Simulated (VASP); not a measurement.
# WS2 in VASP: a series of runs

Runs on WS2. Level: PBEsol+D3(BJ). Tasks: single point.

All numbers are computed with VASP 6.6.1; they aren't measurements. Logs are shortened: lines on timing, memory, paths and dates and some standing lists are left out, and cuts for length are marked.

### Step 1. The cell of the first run

The cell holds a slab with vacuum, 3 atoms: a = 3.124 Å, b = 3.124 Å, c = 16.938 Å, α = 90.00°, β = 90.00°, γ = 120.00°.

### Step 2. Single point, PBEsol+D3(BJ) (mode 4 frozen in at -0.046 Å and mode 9 at -0.098 Å (largest displacements))

File INCAR:

```
SYSTEM = WS2
PREC = Accurate
ENCUT = 520
EDIFF = 1E-6
ISMEAR = 0
SIGMA = 0.05
LREAL = .False.
LASPH = .True.
NELM = 80
ALGO = Normal
ISIF = 2
LWAVE = .False.
LCHARG = .False.
GGA = PS
IVDW = 12
NBANDS = 20
```

File KPOINTS:

```
regular mesh
0
Gamma
  12 12 2
  0 0 0
```

File POSCAR:

```
WS2
1.0
    3.1239380587      0.0000000000      0.0000000000
   -1.5619690294      2.7054097187      0.0000000000
    0.0000000000      0.0000000000     16.9375357456
W S
1 2
Direct
    0.3333333333      0.6666666667      0.0020180381
    0.6520697063      0.3333333333      0.9013652059
    0.6812636270      0.3333333333      0.0870628629
```

Potentials or basis: VASP PAW PBE potentials, release 64 (W_sv, S).

Started as:

```
cat potpaw_PBE.64/W_sv/POTCAR potpaw_PBE.64/S/POTCAR > POTCAR
mpirun -np 1 vasp_std > vasp.out
```

OUTCAR:

```text
SYSTEM = WS2
   PREC = Accurate
   ENCUT = 520
   EDIFF = 1E-6
   ISMEAR = 0
   LREAL = .False.
   LASPH = .True.
   NELM = 80
   ISIF = 2
   GGA = PS
   IVDW = 12
 IVDW          = 12

 ion  position               nearest neighbor table
   1  0.333  0.667  0.002-   3 2.28   3 2.31   3 2.34   2 2.45   2 2.48   2 2.51
   2  0.652  0.333  0.901-   1 2.45   1 2.48   1 2.51
   3  0.681  0.333  0.087-   1 2.28   1 2.31   1 2.34

  LATTYP: Found a hexagonal cell.
 ALAT       =     3.1239380587
 C/A-ratio  =     5.4218538996

  Lattice vectors:

 A1 = (   3.1239380587,   0.0000000000,   0.0000000000)
 A2 = (  -1.5619690294,   2.7054097187,   0.0000000000)
 A3 = (   0.0000000000,   0.0000000000,  16.9375357456)

Analysis of symmetry for initial positions (statically):
=====================================================================
 Subroutine PRICEL returns:
 Original cell was already a primitive cell.

 Routine SETGRP: Setting up the symmetry group for a
 hexagonal supercell.

 Subroutine GETGRP returns: Found  1 space group operations
 (whereof  1 operations were pure point group operations)
 out of a pool of 24 trial point group operations.

The static configuration has the point symmetry C_1 .

Analysis of symmetry for dynamics (positions and initial velocities):
=====================================================================
 Subroutine PRICEL returns:
 Original cell was already a primitive cell.

 Routine SETGRP: Setting up the symmetry group for a
 hexagonal supercell.

 Subroutine GETGRP returns: Found  1 space group operations
 (whereof  1 operations were pure point group operations)
 out of a pool of 24 trial point group operations.

The dynamic configuration has the point symmetry C_1 .

 Subroutine INISYM returns: Found  1 space group operations
 (whereof  1 operations are pure point group operations),
 and found     1 'primitive' translations

----------------------------------------------------------------------------------------

                                     Primitive cell

  volume of cell :     143.1481

  direct lattice vectors                    reciprocal lattice vectors
     3.123938059  0.000000000  0.000000000     0.320108780  0.184814890  0.000000000
    -1.561969029  2.705409719  0.000000000     0.000000000  0.369629780  0.000000000
     0.000000000  0.000000000 16.937535746     0.000000000  0.000000000  0.059040466

  length of vectors
     3.123938059  3.123938059 16.937535746     0.369629780  0.369629780  0.059040466

  position of ions in fractional coordinates (direct lattice)
     0.333333333  0.666666667  0.002018038
     0.652069706  0.333333333  0.901365206
     0.681263627  0.333333333  0.087062863

  ion indices of the primitive-cell ions
   primitive index   ion index
                 1           1
                 2           2
                 3           3

----------------------------------------------------------------------------------------

 KPOINTS: regular mesh

Automatic generation of k-mesh.
 Grid dimensions read from file:
 generate k-points for:   12   12    2

 Generating k-lattice:

  Cartesian coordinates                     Fractional coordinates (reciprocal lattice)
     0.026675732  0.015401241  0.000000000     0.083333333  0.000000000  0.000000000
     0.000000000  0.030802482  0.000000000     0.000000000  0.083333333  0.000000000
     0.000000000  0.000000000  0.029520233     0.000000000  0.000000000  0.500000000

  Length of vectors
     0.030802482  0.030802482  0.029520233

  Shift w.r.t. Gamma in fractional coordinates (k-lattice)
     0.000000000  0.000000000  0.000000000

 Subroutine IBZKPT returns following result:
 ===========================================

 Found    148 irreducible k-points:

 Following reciprocal coordinates:
            Coordinates               Weight
  0.000000  0.000000  0.000000      1.000000
  0.083333 -0.000000  0.000000      2.000000
  0.000000  0.083333  0.000000      2.000000
 -0.083333  0.083333  0.000000      2.000000
  0.166667  0.000000  0.000000      2.000000
  0.000000  0.166667  0.000000      2.000000
[... 16 lines left out ...]
  0.166667  0.083333  0.000000      2.000000
 -0.083333  0.250000  0.000000      2.000000
 [... further k-points ...]
   k-points           NKPTS =    148   k-points in BZ     NKDIM =    148   number of bands    NBANDS=     20
   number of dos      NEDOS =    301   number of ions     NIONS =      3
   total plane-waves  NPLWV =  72576
   dimension x,y,z NGX =    24 NGY =   24 NGZ =  126
   dimension x,y,z NGXF=    48 NGYF=   48 NGZF=  252
   ions per type =               1   2
   NGX,Y,Z   is equivalent  to a cutoff of  12.77, 12.77, 12.37 a.u.
   NGXF,Y,Z  is equivalent  to a cutoff of  25.54, 25.54, 24.73 a.u.
 SYSTEM =  WS2
   PREC   = accura    normal or accurate (medium, high low for compatibility)
   ISTART =      0    job   : 0-new  1-cont  2-samecut
   ICHARG =      2    charge: 1-file 2-atom 10-const
   ISPIN  =      1    spin polarized calculation?
   LNONCOLLINEAR =      F non collinear calculations
   LSORBIT =      F    spin-orbit coupling
   LASPH  =      T    aspherical Exc in radial PAW
   ENCUT  =  520.0 eV  38.22 Ry    6.18 a.u.   5.81  5.81 31.49*2*pi/ulx,y,z
   NELM   =     80;   NELMIN=  2; NELMDL= -5     # of ELM steps
   EDIFF  = 0.1E-05   stopping-criterion for ELM
   LREAL  =      F    real-space projection
   EDIFFG = 0.1E-04   stopping-criterion for IOM
   NSW    =      0    number of steps for IOM
   IBRION =     -1    ionic relax: 0-MD 1-quasi-New 2-CG
   NFREE  =      0    steps in history (QN), initial steepest desc. (CG)
   ISIF   =      2    stress and relaxation
   ISYM   =      2    0-nonsym 1-usesym 2-fastsym
   POTIM  = 0.5000    time-step for ionic-motion
   TEBEG  =    0.0;   TEEND  =   0.0 temperature during run
   PSTRESS=    0.0 pullay stress
   NELECT =      26.0000    total number of electrons
   NUPDOWN=      -1.0000    fix difference up-down
   EMIN   =  10.00;   EMAX   =-10.00  energy-range for DOS
   EFERMI =   0.00;   METHOD = LEGACY
   ISMEAR =     0;   SIGMA  =   0.05  broadening in eV -4-tet -1-fermi 0-gaus
   EFERMI_NEDOS =   21; number of points for ismear=-14 and -15
   IALGO  =     38    algorithm
   IMIX   =      4    mixing-type and parameters
     AMIX     =   0.40;   BMIX     =  1.00
     AMIX_MAG =   1.60;   BMIX_MAG =  1.00
  volume/ion in A,a.u.               =      47.72       322.00
  Fermi-wavevector in a.u.,A,eV,Ry     =   0.927123  1.752009 11.694985  0.859557
  Thomas-Fermi vector in A             =   2.053159
   LORBIT       =      0    0 simple, 1 ext, 2 COOP (PROOUT), +10 PAW based schemes
   GGA     = PS    functional components
   LHFCALC =     F    Hartree Fock is set to
   AEXX    =    0.0000 exact exchange contribution
   IVDW    =    12    specifies the selected vdW correction
   LEPSILON=     F    determine dielectric tensor
   LRPA    =     F    only Hartree local field effects (RPA)
 non-spin polarized calculation
 Gauss-broadening in eV      SIGMA  =   0.05
  energy-cutoff  :      520.00
  volume of cell :      143.15
 maximum number of plane-waves:      3892
   NGX = 11   NGY = 11   NGZ = 63

 number of electron      25.9999999 magnetization

 Free energy of the ion-electron system (eV)
  ---------------------------------------------------
  ext. energy  EPLUGINS =         0.00000000
  ---------------------------------------------------
  free energy    TOTEN  =       -24.92315889 eV

  energy without entropy =      -24.92315889  energy(sigma->0) =      -24.92315889

 E-fermi :  -0.8070     XC(G=0):  -4.6377

 val. band max:       -1.0284839166   @ k =   0.0000   0.0000   0.0000
 cond. band min:       0.7211533923   @ k =  -0.1667   0.3333   0.0000
 fundamental gap:      1.7496373088
 Fermi energy:        -0.8070228466

 k-point     1 :       0.0000    0.0000    0.0000
  band No.  band energies     occupation
      1     -74.9432      2.00000
      2     -39.2522      2.00000
      3     -39.0395      2.00000
      4     -39.0277      2.00000
      5     -16.0778      2.00000
      6     -14.3195      2.00000
[... 12 lines left out ...]
     19       4.4571      0.00000
     20       4.6542      0.00000

 k-point     2 :       0.0833   -0.0000    0.0000
  band No.  band energies     occupation
      1     -74.9417      2.00000
      2     -39.2471      2.00000
      3     -39.0677      2.00000
      4     -39.0347      2.00000
      5     -15.9550      2.00000
      6     -14.2703      2.00000
[... 12 lines left out ...]
     19       4.6112      0.00000
     20       5.0808      0.00000

 k-point     3 :       0.0000    0.0833    0.0000
  band No.  band energies     occupation
      1     -74.9417      2.00000
      2     -39.2471      2.00000
      3     -39.0634      2.00000
      4     -39.0390      2.00000
      5     -15.9552      2.00000
      6     -14.2702      2.00000
[... 12 lines left out ...]
     19       4.6097      0.00000
     20       5.0812      0.00000

 k-point     4 :      -0.0833    0.0833    0.0000
  band No.  band energies     occupation
      1     -74.9417      2.00000
      2     -39.2471      2.00000
      3     -39.0579      2.00000
      4     -39.0443      2.00000
      5     -15.9554      2.00000
      6     -14.2700      2.00000
[... 12 lines left out ...]
     19       4.6075      0.00000
     20       5.0764      0.00000

 k-point     5 :       0.1667    0.0000    0.0000
  band No.  band energies     occupation
      1     -74.9376      2.00000
      2     -39.2335      2.00000
      3     -39.1445      2.00000
      4     -39.0528      2.00000
      5     -15.6069      2.00000
      6     -14.1289      2.00000
[... 12 lines left out ...]
     19       5.0321      0.00000
     20       5.8822      0.00000
[... 353 lines left out ...]
      6     -14.1739      2.00000
[... 12 lines left out ...]
     19       4.8911      0.00000
     20       5.7163      0.00000

 k-point    22 :      -0.1667    0.0833    0.0000
  band No.  band energies     occupation
      1     -74.9389      2.00000
      2     -39.2377      2.00000
      3     -39.1143      2.00000
      4     -39.0530      2.00000
      5     -15.7200      2.00000
      6     -14.1743      2.00000
[... 12 lines left out ...]
     19       4.8955      0.00000
     20       5.7188      0.00000

 k-point    23 :       0.1667    0.0833    0.0000
  band No.  band energies     occupation
      1     -74.9341      2.00000
      2     -39.2251      2.00000
      3     -39.2027      2.00000
      4     -39.0728      2.00000
      5     -15.2884      2.00000
      6     -13.9955      2.00000
[... 12 lines left out ...]
     19       5.4307      0.00000
     20       6.3407      0.00000

 k-point    24 :      -0.0833    0.2500    0.0000
  band No.  band energies     occupation
      1     -74.9341      2.00000
      2     -39.2231      2.00000
      3     -39.1945      2.00000
      4     -39.0823      2.00000
      5     -15.2896      2.00000
      6     -13.9937      2.00000
[... 12 lines left out ...]
     19       5.4197      0.00000
     20       6.3314      0.00000

 [... further k-points ...]

------------------------ aborting loop because EDIFF is reached ----------------------------------------

 Edisp (eV)   -0.75914

 E8    (eV) :    -0.5103

  FORCE on cell =-STRESS in cart. coord.  units (eV):
  Direction    XX          YY          ZZ          XY          YZ          ZX
  --------------------------------------------------------------------------------------
  -------------------------------------------------------------------------------------
  Total       0.74792     0.74326     0.53701     0.33180    -0.02186    -1.52093
  in kB       8.37100     8.31885     6.01041     3.71370    -0.24467   -17.02291
  external pressure =        7.57 kB  Pullay stress =        0.00 kB

 VOLUME and BASIS-vectors are now :
 -----------------------------------------------------------------------------
  energy-cutoff  :      520.00
  volume of cell :      143.15
      direct lattice vectors                 reciprocal lattice vectors
     3.123938059  0.000000000  0.000000000     0.320108780  0.184814890  0.000000000
    -1.561969029  2.705409719  0.000000000     0.000000000  0.369629780  0.000000000
     0.000000000  0.000000000 16.937535746     0.000000000  0.000000000  0.059040466

 POSITION                                       TOTAL-FORCE (eV/Angst)
 -----------------------------------------------------------------------------------
     -0.00000      1.80361      0.03418         0.309042      0.039341     -4.496876
      1.51637      0.90180     15.26691         0.342217     -0.011073      1.875137
      1.60757      0.90180      1.47463        -0.651259     -0.028268      2.621739
 -----------------------------------------------------------------------------------
    total drift:                                0.000004     -0.000005      0.000044

  FREE ENERGIE OF THE ION-ELECTRON SYSTEM (eV)
  ---------------------------------------------------
  free  energy   TOTEN  =       -25.6823014175 eV

  energy  without entropy=      -25.6823014175  energy(sigma->0) =      -25.68230142
```

Wall time 10 min (1 thread of Oxide Virtual Turin-like, shared host); peak memory 0.5 GiB.

Results:

```
Free energy                : -25.6823 eV
Largest force              : 4.508 eV/Å
Band gap on the k mesh     : 1.75 eV, indirect (least direct gap 2.03 eV)
Dispersion energy per atom : -0.253 eV
```

Forces on the atoms (eV/Å):
```
W    0.309  0.039 -4.497
S    0.342 -0.011  1.875
S   -0.651 -0.028  2.622
```

Levels at points of the mesh, in eV from the valence-band top:
| k point | band 11 | band 12 | band 13 | band 14 | band 15 | band 16 |
| --- | --- | --- | --- | --- | --- | --- |
| (0.00, 0.00, 0.00) | -1.37 | -1.37 | 0.00 | 2.56 | 2.72 | 3.48 |
| (0.50, 0.00, 0.00) | -2.28 | -1.08 | -1.02 | 3.00 | 3.23 | 3.95 |
| (0.00, 0.50, 0.00) | -2.31 | -1.07 | -0.96 | 3.00 | 3.26 | 4.01 |
| (0.50, 0.50, 0.00) | -2.36 | -1.05 | -0.89 | 3.01 | 3.29 | 4.06 |
| (0.00, 0.00, 0.50) | -1.37 | -1.37 | 0.00 | 2.56 | 2.72 | 3.48 |
| (0.50, 0.00, 0.50) | -2.28 | -1.08 | -1.02 | 3.00 | 3.23 | 3.95 |
| (0.00, 0.50, 0.50) | -2.31 | -1.07 | -0.96 | 3.00 | 3.26 | 4.01 |
| (0.50, 0.50, 0.50) | -2.36 | -1.05 | -0.89 | 3.01 | 3.29 | 4.06 |

Caveat: the cell differs from its parent crystal (mode 4 frozen in at -0.046 Å and mode 9 at -0.098 Å (largest displacements)); the PAW data sets were made with another functional, which shifts forces and pressure a little; spin-orbit coupling is left out, which moves the levels of the heavy elements.

(Part 1 of 2 ends here.)
